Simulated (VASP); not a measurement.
MgS, 2 atoms in the cell. It takes space group Pm-3m (No. 221, cubic). The conventional cell has a = 3.520 Å, b = 3.520 Å, c = 3.520 Å, α = 90.00°, β = 90.00°, γ = 90.00°. Mg (site symmetry m-3m) has 8 S at 3.05 Å and 6 Mg at 3.52 Å within 4.0 Å. Within 4.0 Å of S (site symmetry m-3m) lie 8 Mg at 3.05 Å and 6 S at 3.52 Å. 

| Item | Value |
| --- | --- |
| Program | VASP 6.6.1 |
| Task | relaxation of cell and atoms |
| Functional | PBE |
| Potentials or basis | VASP PAW PBE potentials, release 64 (Mg, S) |
| Cutoff | 600 eV |
| k mesh | 6 × 6 × 6 |
| Occupations | gaussian, width 0.1 eV |
| Spin | no spin polarisation |
| Dipole correction | no |
| Further INCAR settings | ALGO = Normal; EDIFF = 1e-07; IBRION = 2; EDIFFG = -0.04; NSW = 90; ISIF = 3 |

Potentials or basis: VASP PAW PBE potentials, release 64 (Mg, S).

The run is started by

```sh
$ cat potpaw_PBE.64/Mg/POTCAR potpaw_PBE.64/S/POTCAR > POTCAR
$ mpirun -np 1 vasp_std > vasp.out
```

Hardware: 1 thread of Intel Xeon 6975P-C, on a shared host.

Question: How long does it take, and how much memory?

Answer: It took 15 s on 1 thread of Intel Xeon 6975P-C (shared host), peak memory 0.16 GiB. Counts: scf iterations 33, k points 20, ion steps 3.
